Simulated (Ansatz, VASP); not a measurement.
# One calculation of GaSb, two programs

```
Ga Sb
1.0
     0.00000    3.06588    3.06588
     3.06588    0.00000    3.06588
     3.06588    3.06588    0.00000
Ga Sb
1 1
Direct
  0.00000 0.00000 0.00000
  0.25000 0.25000 0.25000
```

Alike in both runs: task single point; functional r2SCAN; k mesh 8 × 8 × 8; occupations fermi-dirac, width 0.02 eV; no spin polarisation.

|  | VASP | Ansatz |
| --- | --- | --- |
| version | VASP 6.6.1 | Ansatz 0.2.0 |
| potentials or method | VASP PAW PBE potentials, release 64 (Ga_d, Sb_d_GW) | plane waves, PAW |
| plane-wave cutoff (eV) | 550 | 500 |
| valence electrons in the cell | 28 | 28 |

```csv
,VASP,Ansatz,Ansatz less VASP
pressure (GPa),0.0,0.0,0.00
```

VASP's potentials were made for PBE, not for r2SCAN. The functional is the same, so the differences come from potentials, cutoffs and numerics.

Neither program's run includes spin-orbit coupling.
